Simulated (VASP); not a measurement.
Here is a VASP 6.6.1 calculation.

File INCAR:

```
SYSTEM = In
  ALGO = Fast
  EDIFF = 1E-6
  ENCUT = 520
  GGA = PE
  ISIF = 2
  ISMEAR = 0
  LASPH = .True.
  LCHARG = .False.
  LREAL = .False.
  LWAVE = .False.
  NBANDS = 12
  NELM = 60
  PREC = Accurate
  SIGMA = 0.15
```

Contents of KPOINTS:

```
k-points
0
Gamma
  18 18 18
  0 0 0
```

File POSCAR:

```
In
1.0
   -1.8825252400      1.8825252400      2.0331272592
    1.8825252400     -1.8825252400      2.0331272592
    1.8825252400      1.8825252400     -2.0331272592
In
1
Direct
    0.0000000000      0.0000000000      0.0000000000
```

Potentials or basis: VASP PAW PBE potentials, release 64 (In_d).

Command:

```console
$ cat potpaw_PBE.64/In_d/POTCAR > POTCAR
$ mpirun -np 1 vasp_std > vasp.out
```

Question: Predict the pressure.

Answer: -1.3 GPa.

Caveat: the cell differs from its parent crystal (strain +0.000 along x and y, +0.080 along z).
